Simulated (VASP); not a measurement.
# Si3F in VASP: further runs

The runs below take Si3F through single point, relaxation of cell and atoms, with PBE.

All numbers are computed with VASP 6.6.1; they aren't measurements. Logs are shortened: lines on timing, memory, paths and dates and some standing lists are left out, and cuts for length are marked.

**1. The cell of the first run**

The structure is tetragonal, space group P4/mmm (No. 123). Conventional cell: a = 3.787 Å, b = 3.787 Å, c = 3.748 Å, α = 90.00°, β = 90.00°, γ = 90.00°. Within 3.5 Å of Si (site symmetry mmm) lie 8 Si at 2.66 to 2.68 Å and 4 F at 2.66 Å. Si (site symmetry 4/mmm) has 8 Si at 2.66 Å and 4 F at 2.68 Å within 3.5 Å. Within 3.5 Å of F (site symmetry 4/mmm) lie 12 Si at 2.66 to 2.68 Å.

The cell was generated, and may not be a known phase.

**2. Single point, PBE**

Input file INCAR:

```
PREC = Accurate
ENCUT = 520
EDIFF = 1E-7
ISMEAR = 0
SIGMA = 0.1
LREAL = F
LASPH = T
NELM = 80
ALGO = Normal
ISIF = 2
LWAVE = F
LCHARG = F
GGA = PE
NBANDS = 18
```

Input file KPOINTS:

```
regular mesh
0
Gamma
  4 4 4
```

Input file POSCAR:

```
Si3F
1.0
    3.7874183100      0.0000000000      0.0000000000
    0.0000000000      3.7874183100      0.0000000000
    0.0000000000      0.0000000000      3.7484888300
Si F
3 1
Direct
    0.0000000000      0.5000000000      0.5000000000
    0.5000000000      0.0000000000      0.5000000000
    0.5000000000      0.5000000000      0.0000000000
    0.0000000000      0.0000000000      0.0000000000
```

Potentials or basis: VASP PAW PBE potentials, release 64 (Si, F).

Run with:

```console
$ cat potpaw_PBE.64/Si/POTCAR potpaw_PBE.64/F/POTCAR > POTCAR
$ mpirun -np 1 vasp_std > vasp.out
```

OUTCAR:

```text
PREC = Accurate
   ENCUT = 520
   EDIFF = 1E-7
   ISMEAR = 0
   LREAL = F
   LASPH = T
   NELM = 80
   ISIF = 2
   GGA = PE

 ion  position               nearest neighbor table
   1  0.000  0.500  0.500-   3 2.66   3 2.66   3 2.66   3 2.66   2 2.68   2 2.68   2 2.68   2 2.68

   2  0.500  0.000  0.500-   3 2.66   3 2.66   3 2.66   3 2.66   1 2.68   1 2.68   1 2.68   1 2.68

   3  0.500  0.500  0.000-   1 2.66   2 2.66   1 2.66   2 2.66   2 2.66   2 2.66   1 2.66   1 2.66

   4  0.000  0.000  0.000-

  LATTYP: Found a simple tetragonal cell.
 ALAT       =     3.7874183100
 C/A-ratio  =     0.9897213677

  Lattice vectors:

 A1 = (   3.7874183100,   0.0000000000,   0.0000000000)
 A2 = (   0.0000000000,   3.7874183100,   0.0000000000)
 A3 = (   0.0000000000,   0.0000000000,   3.7484888300)

Analysis of symmetry for initial positions (statically):
=====================================================================
 Subroutine PRICEL returns:
 Original cell was already a primitive cell.

 Routine SETGRP: Setting up the symmetry group for a
 simple tetragonal supercell.

 Subroutine GETGRP returns: Found 16 space group operations
 (whereof 16 operations were pure point group operations)
 out of a pool of 16 trial point group operations.

The static configuration has the point symmetry D_4h.

Analysis of symmetry for dynamics (positions and initial velocities):
=====================================================================
 Subroutine PRICEL returns:
 Original cell was already a primitive cell.

 Routine SETGRP: Setting up the symmetry group for a
 simple tetragonal supercell.

 Subroutine GETGRP returns: Found 16 space group operations
 (whereof 16 operations were pure point group operations)
 out of a pool of 16 trial point group operations.

The dynamic configuration has the point symmetry D_4h.

 Subroutine INISYM returns: Found 16 space group operations
 (whereof 16 operations are pure point group operations),
 and found     1 'primitive' translations

----------------------------------------------------------------------------------------

                                     Primitive cell

  volume of cell :      53.7703

  direct lattice vectors                    reciprocal lattice vectors
     3.787418310  0.000000000  0.000000000     0.264032097  0.000000000  0.000000000
     0.000000000  3.787418310  0.000000000     0.000000000  0.264032097  0.000000000
     0.000000000  0.000000000  3.748488830     0.000000000  0.000000000  0.266774171

  length of vectors
     3.787418310  3.787418310  3.748488830     0.264032097  0.264032097  0.266774171

  position of ions in fractional coordinates (direct lattice)
     0.000000000  0.500000000  0.500000000
     0.500000000  0.000000000  0.500000000
     0.500000000  0.500000000  0.000000000
     0.000000000  0.000000000  0.000000000

  ion indices of the primitive-cell ions
   primitive index   ion index
                 1           1
                 2           2
                 3           3
                 4           4

----------------------------------------------------------------------------------------

 KPOINTS: regular mesh

Automatic generation of k-mesh.
 Grid dimensions read from file:
 generate k-points for:    4    4    4

 Generating k-lattice:

  Cartesian coordinates                     Fractional coordinates (reciprocal lattice)
     0.066008024  0.000000000  0.000000000     0.250000000  0.000000000  0.000000000
     0.000000000  0.066008024  0.000000000     0.000000000  0.250000000  0.000000000
     0.000000000  0.000000000  0.066693543     0.000000000  0.000000000  0.250000000

  Length of vectors
     0.066008024  0.066008024  0.066693543

  Shift w.r.t. Gamma in fractional coordinates (k-lattice)
     0.000000000  0.000000000  0.000000000

 Subroutine IBZKPT returns following result:
 ===========================================

 Found     18 irreducible k-points:

 Following reciprocal coordinates:
            Coordinates               Weight
  0.000000  0.000000  0.000000      1.000000
  0.250000  0.000000  0.000000      4.000000
  0.500000  0.000000  0.000000      2.000000
  0.250000  0.250000  0.000000      4.000000
  0.500000  0.250000  0.000000      4.000000
  0.500000  0.500000  0.000000      1.000000
[... 10 lines left out ...]
  0.500000  0.250000  0.500000      4.000000
  0.500000  0.500000  0.500000      1.000000
   k-points           NKPTS =     18   k-points in BZ     NKDIM =     18   number of bands    NBANDS=     18
   number of dos      NEDOS =    301   number of ions     NIONS =      4
   total plane-waves  NPLWV =  21952
   dimension x,y,z NGX =    28 NGY =   28 NGZ =   28
   dimension x,y,z NGXF=    56 NGYF=   56 NGZF=   56
   ions per type =               3   1
   NGX,Y,Z   is equivalent  to a cutoff of  12.29, 12.29, 12.42 a.u.
   NGXF,Y,Z  is equivalent  to a cutoff of  24.58, 24.58, 24.84 a.u.
 SYSTEM =  unknown system
   PREC   = accura    normal or accurate (medium, high low for compatibility)
   ISTART =      0    job   : 0-new  1-cont  2-samecut
   ICHARG =      2    charge: 1-file 2-atom 10-const
   ISPIN  =      1    spin polarized calculation?
   LNONCOLLINEAR =      F non collinear calculations
   LSORBIT =      F    spin-orbit coupling
   LASPH  =      T    aspherical Exc in radial PAW
   ENCUT  =  520.0 eV  38.22 Ry    6.18 a.u.   7.04  7.04  6.97*2*pi/ulx,y,z
   NELM   =     80;   NELMIN=  2; NELMDL= -5     # of ELM steps
   EDIFF  = 0.1E-06   stopping-criterion for ELM
   LREAL  =      F    real-space projection
   EDIFFG = 0.1E-05   stopping-criterion for IOM
   NSW    =      0    number of steps for IOM
   IBRION =     -1    ionic relax: 0-MD 1-quasi-New 2-CG
   NFREE  =      0    steps in history (QN), initial steepest desc. (CG)
   ISIF   =      2    stress and relaxation
   ISYM   =      2    0-nonsym 1-usesym 2-fastsym
   POTIM  = 0.5000    time-step for ionic-motion
   TEBEG  =    0.0;   TEEND  =   0.0 temperature during run
   PSTRESS=    0.0 pullay stress
   NELECT =      19.0000    total number of electrons
   NUPDOWN=      -1.0000    fix difference up-down
   EMIN   =  10.00;   EMAX   =-10.00  energy-range for DOS
   EFERMI =   0.00;   METHOD = LEGACY
   ISMEAR =     0;   SIGMA  =   0.10  broadening in eV -4-tet -1-fermi 0-gaus
   EFERMI_NEDOS =   21; number of points for ismear=-14 and -15
   IALGO  =     38    algorithm
   IMIX   =      4    mixing-type and parameters
     AMIX     =   0.40;   BMIX     =  1.00
     AMIX_MAG =   1.60;   BMIX_MAG =  1.00
  volume/ion in A,a.u.               =      13.44        90.72
  Fermi-wavevector in a.u.,A,eV,Ry     =   1.157387  2.187143 18.225598  1.339544
  Thomas-Fermi vector in A             =   2.293998
   LORBIT       =      0    0 simple, 1 ext, 2 COOP (PROOUT), +10 PAW based schemes
   GGA     = PE    functional components
   LHFCALC =     F    Hartree Fock is set to
   AEXX    =    0.0000 exact exchange contribution
   IVDW    =     0    specifies the selected vdW correction
   LEPSILON=     F    determine dielectric tensor
   LRPA    =     F    only Hartree local field effects (RPA)
 non-spin polarized calculation
 Gauss-broadening in eV      SIGMA  =   0.10
  energy-cutoff  :      520.00
  volume of cell :       53.77
 maximum number of plane-waves:      1468
   NGX = 15   NGY = 15   NGZ = 13

 number of electron      18.9999989 magnetization

 Free energy of the ion-electron system (eV)
  ---------------------------------------------------
  ext. energy  EPLUGINS =         0.00000000
  ---------------------------------------------------
  free energy    TOTEN  =       -17.57742603 eV

  energy without entropy =      -17.56628999  energy(sigma->0) =      -17.57185801

 E-fermi :   8.1685     XC(G=0): -11.0052

 val. band max:        8.0837184163   @ k =   0.2500   0.2500   0.0000
 cond. band min:       8.1902557001   @ k =   0.2500   0.0000   0.0000
 fundamental gap:      0.1065372838
 Fermi energy:         8.1685081880

 k-point     1 :       0.0000    0.0000    0.0000
  band No.  band energies     occupation
      1     -14.8501      2.00000
      2      -4.1633      2.00000
      3       2.3498      2.00000
      4       2.3498      2.00000
      5       2.4235      2.00000
      6       4.9411      2.00000
[... 10 lines left out ...]
     17      14.6949      0.00000
     18      17.2745      0.00000

 k-point     2 :       0.2500    0.0000    0.0000
  band No.  band energies     occupation
      1     -14.8177      2.00000
      2      -3.8694      2.00000
      3       0.7175      2.00000
      4       2.6678      2.00000
      5       2.7287      2.00000
      6       4.6015      2.00000
[... 10 lines left out ...]
     17      15.3042      0.00000
     18      15.3251      0.00000

 k-point     3 :       0.5000    0.0000    0.0000
  band No.  band energies     occupation
      1     -14.7844      2.00000
      2      -3.4544      2.00000
      3      -0.4814      2.00000
      4       3.0906      2.00000
      5       3.1265      2.00000
      6       4.0435      2.00000
[... 10 lines left out ...]
     17      15.9068      0.00000
     18      18.0982      0.00000

 k-point     4 :       0.2500    0.2500    0.0000
  band No.  band energies     occupation
      1     -14.7886      2.00000
      2      -3.4702      2.00000
      3       0.2406      2.00000
      4       2.2371      2.00000
      5       2.9792      2.00000
      6       3.5360      2.00000
[... 249 lines left out ...]
      4       2.1239      2.00000
      5       2.2833      2.00000
      6       2.6256      2.00000
[... 10 lines left out ...]
     17      16.5599      0.00000
     18      18.6684      0.00000

 k-point    17 :       0.5000    0.2500    0.5000
  band No.  band energies     occupation
      1     -14.7118      2.00000
      2      -0.5223      2.00000
      3      -0.2572      2.00000
      4      -0.2561      2.00000
      5       2.0256      2.00000
      6       3.6981      2.00000
[... 10 lines left out ...]
     17      18.4072      0.00000
     18      19.8046      0.00000

 k-point    18 :       0.5000    0.5000    0.5000
  band No.  band energies     occupation
      1     -14.6923      2.00000
      2       1.2322      2.00000
      3       1.3603      2.00000
      4       1.3729      2.00000
      5       1.3729      2.00000
      6       1.3847      2.00000
[... 10 lines left out ...]
     17      18.6562      0.00000
     18      20.0544      0.00000

------------------------ aborting loop because EDIFF is reached ----------------------------------------

  FORCE on cell =-STRESS in cart. coord.  units (eV):
  Direction    XX          YY          ZZ          XY          YZ          ZX
  --------------------------------------------------------------------------------------
  -------------------------------------------------------------------------------------
  Total        1.6030873      1.6030873      1.7260060      0.0000000      0.0000000      0.0000000
  in kB       47.7666712     47.7666712     51.4292408      0.0000000      0.0000000      0.0000000
  external PRESSURE =      48.9875277 kB  Pullay stress =       0.0000000 kB

 VOLUME and BASIS-vectors are now :
 -----------------------------------------------------------------------------
  energy-cutoff  :      520.00
  volume of cell :       53.77
      direct lattice vectors                 reciprocal lattice vectors
     3.787418310  0.000000000  0.000000000     0.264032097  0.000000000  0.000000000
     0.000000000  3.787418310  0.000000000     0.000000000  0.264032097  0.000000000
     0.000000000  0.000000000  3.748488830     0.000000000  0.000000000  0.266774171

 POSITION                                       TOTAL-FORCE (eV/Angst)
 -----------------------------------------------------------------------------------
      0.00000      1.89371      1.87424         0.000000      0.000000      0.000000
      1.89371      0.00000      1.87424         0.000000      0.000000      0.000000
      1.89371      1.89371      0.00000         0.000000      0.000000      0.000000
      0.00000      0.00000      0.00000         0.000000      0.000000      0.000000
 -----------------------------------------------------------------------------------
    total drift:                               -0.000000     -0.000000     -0.000000

  FREE ENERGIE OF THE ION-ELECTRON SYSTEM (eV)
  ---------------------------------------------------
  free  energy   TOTEN  =       -17.5774260283 eV

  energy  without entropy=      -17.5662899907  energy(sigma->0) =      -17.57185801
```

Run time: 16 s. Hardware: 1 thread of Intel Xeon 8259CL, shared host; peak memory 0.15 GiB.

Results:

| Quantity | Value |
| --- | --- |
| Free energy | -17.5774 eV |
| Pressure | 4.9 GPa |
| Band gap on the k mesh | zero (an odd number of electrons rules out a gap without spin polarisation) |

Caveat: the k points lie up to 0.42 Å⁻¹ apart, too coarse for converged energies and pressures of a metal; an odd number of electrons without spin polarisation forces a metal; a magnetic or distorted state may lie lower.

**3. Single point, PBE**

This run uses another cell than the first one, of 14.09 Å³/atom.

Input file INCAR:

```
SYSTEM = Si3F
PREC = Accurate ; ENCUT = 520
EDIFF = 1E-7 ; ISMEAR = 0
SIGMA = 0.1 ; LREAL = .FALSE.
LASPH = .TRUE. ; NELM = 80
ALGO = Normal ; ISIF = 2
LWAVE = .FALSE. ; LCHARG = .FALSE.
GGA = PE ; NBANDS = 18
```

Input file KPOINTS:

```
regular mesh
0
G
  4 4 4
  0 0 0
```

Input file POSCAR:

```
Si3F
1.0
    3.8422835248      0.0000000000      0.0000000000
    0.0000000000      3.8422835248      0.0000000000
    0.0000000000      0.0000000000      3.8182317078
Si F
3 1
Direct
    0.0000000000      0.5000000000      0.5000000000
    0.5000000000      0.0000000000      0.5000000000
    0.5000000000      0.5000000000      0.0000000000
    0.0000000000      0.0000000000      0.0000000000
```

Potentials or basis: VASP PAW PBE potentials, release 64 (Si, F).

Run with:

```console
$ cat potpaw_PBE.64/Si/POTCAR potpaw_PBE.64/F/POTCAR > POTCAR
$ mpirun -np 1 vasp_std > vasp.out
```

Wall time 29 s (1 thread of Intel Xeon 8259CL, shared host); peak memory 0.16 GiB.

It converged, with:

* Free energy: -17.6186 eV
* Pressure: 0.1 GPa
* Band gap on the k mesh: zero (an odd number of electrons rules out a gap without spin polarisation)

Stress tensor (GPa, compression positive):
```
0.04 0.00 0.00
0.00 0.04 0.00
0.00 0.00 0.21
```

Levels at points of the mesh, in eV from the Fermi level:
| k point | band 5 | band 6 | band 7 | band 8 | band 9 | band 10 | band 11 | band 12 | band 13 | band 14 |
| --- | --- | --- | --- | --- | --- | --- | --- | --- | --- | --- |
| (0.00, 0.00, 0.00) | -5.48 | -3.27 | -3.17 | -1.55 | -1.55 | -1.52 | 2.83 | 4.40 | 4.40 | 4.41 |
| (0.50, 0.00, 0.00) | -4.79 | -3.92 | -2.09 | -2.00 | -1.86 | 0.53 | 1.66 | 1.68 | 1.93 | 4.72 |
| (0.50, 0.50, 0.00) | -4.47 | -3.66 | -3.06 | -3.06 | -0.23 | 0.88 | 0.88 | 1.04 | 3.50 | 3.50 |
| (0.00, 0.00, 0.50) | -4.80 | -3.94 | -2.06 | -2.06 | -1.91 | 0.47 | 1.62 | 1.62 | 1.96 | 4.73 |
| (0.50, 0.00, 0.50) | -4.48 | -3.70 | -3.08 | -3.07 | -0.29 | 0.81 | 0.83 | 0.92 | 3.45 | 3.49 |
| (0.50, 0.50, 0.50) | -6.64 | -6.46 | -6.45 | -6.45 | -0.50 | -0.50 | -0.44 | 5.46 | 9.09 | 9.25 |

Caveat: the k points lie up to 0.41 Å⁻¹ apart, too coarse for converged energies and pressures of a metal; an odd number of electrons without spin polarisation forces a metal; a magnetic or distorted state may lie lower.

**4. Relaxation of cell and atoms, PBE**

Input file INCAR:

```
SYSTEM = Si3F
  PREC = Accurate
  ENCUT = 600
  EDIFF = 1E-6
  ISMEAR = 0
  SIGMA = 0.1
  LREAL = .FALSE.
  LASPH = .TRUE.
  NELM = 80
  ALGO = Normal
  ISIF = 3
  LWAVE = .FALSE.
  LCHARG = .FALSE.
  GGA = PE
  IBRION = 2
  NSW = 90
  EDIFFG = -0.04
```

Input file KPOINTS:

```
Automatic mesh
0
G
  4 4 4
  0 0 0
```

Input file POSCAR:

```
Si3F
1.0
    3.7874183100      0.0000000000      0.0000000000
    0.0000000000      3.7874183100      0.0000000000
    0.0000000000      0.0000000000      3.7484888300
Si F
3 1
Direct
    0.0000000000      0.5000000000      0.5000000000
    0.5000000000      0.0000000000      0.5000000000
    0.5000000000      0.5000000000      0.0000000000
    0.0000000000      0.0000000000      0.0000000000
```

Run with:

```console
$ cat potpaw_PBE.64/Si/POTCAR potpaw_PBE.64/F/POTCAR > POTCAR
$ mpirun -np 1 vasp_std > vasp.out
```

Run time: 46 s. Hardware: 1 thread of Intel Xeon 8259CL, shared host; peak memory 0.16 GiB.

The run converged. Its results:

```
Free energy                           : -17.6176 eV
Relaxed volume                        : 14.10 Å³/atom
Relaxed cell                          : a = 3.847 Å, b = 3.847 Å, c = 3.812 Å, α = 90.00°, β = 90.00°, γ = 90.00°
Space group after relaxing (to 0.1 Å) : Pm-3m (No. 221)
Energy gained by relaxing             : 9.7 meV/atom
Ionic steps                           : 3
Pressure after relaxing               : 0.0 GPa
Band gap on the k mesh                : zero (an odd number of electrons rules out a gap without spin polarisation)
```

Stress tensor (GPa, compression positive):
```
-0.05  0.00  0.00
 0.00 -0.05  0.00
 0.00  0.00  0.22
```

Step by step:
| step | energy change (eV) | largest force (eV/Å) | pressure (GPa) | volume (Å³) |
| --- | --- | --- | --- | --- |
| 1 | 0.0000 | 0.0000 | 4.90 | 53.77 |
| 2 | -0.0370 | 0.0000 | -0.99 | 57.04 |
| 3 | -0.0387 | 0.0000 | 0.04 | 56.41 |

Final structure:
```
Si F
1.0
     3.84694    0.00000    0.00000
     0.00000    3.84694    0.00000
     0.00000    0.00000    3.81190
Si F
3 1
Cartesian
  0.0000 1.9235 1.9059
  1.9235 0.0000 1.9059
  1.9235 1.9235 0.0000
  0.0000 0.0000 0.0000
```

Levels at points of the mesh, in eV from the Fermi level:
| k point | band 5 | band 6 | band 7 | band 8 | band 9 | band 10 | band 11 | band 12 | band 13 |
| --- | --- | --- | --- | --- | --- | --- | --- | --- | --- |
| (0.00, 0.00, 0.00) | -5.46 | -3.30 | -3.14 | -1.56 | -1.56 | -1.50 | 2.83 | 4.39 | 4.39 |
| (0.50, 0.00, 0.00) | -4.78 | -3.92 | -2.11 | -1.98 | -1.86 | 0.54 | 1.66 | 1.69 | 1.92 |
| (0.50, 0.50, 0.00) | -4.47 | -3.65 | -3.05 | -3.05 | -0.22 | 0.89 | 0.89 | 1.07 | 3.51 |
| (0.00, 0.00, 0.50) | -4.79 | -3.94 | -2.06 | -2.06 | -1.93 | 0.45 | 1.60 | 1.60 | 1.97 |
| (0.50, 0.00, 0.50) | -4.48 | -3.70 | -3.09 | -3.08 | -0.30 | 0.80 | 0.83 | 0.90 | 3.43 |
| (0.50, 0.50, 0.50) | -6.64 | -6.46 | -6.45 | -6.45 | -0.51 | -0.51 | -0.43 | 5.46 | 9.05 |

Caveat: the k points lie up to 0.41 Å⁻¹ apart in the final cell, too coarse for converged energies and pressures of a metal; an odd number of electrons without spin polarisation forces a metal; a magnetic or distorted state may lie lower.

(Part 1 of 2 ends here.)

The gap in the log of VASP goes by the Fermi energy; the results here count the filled bands.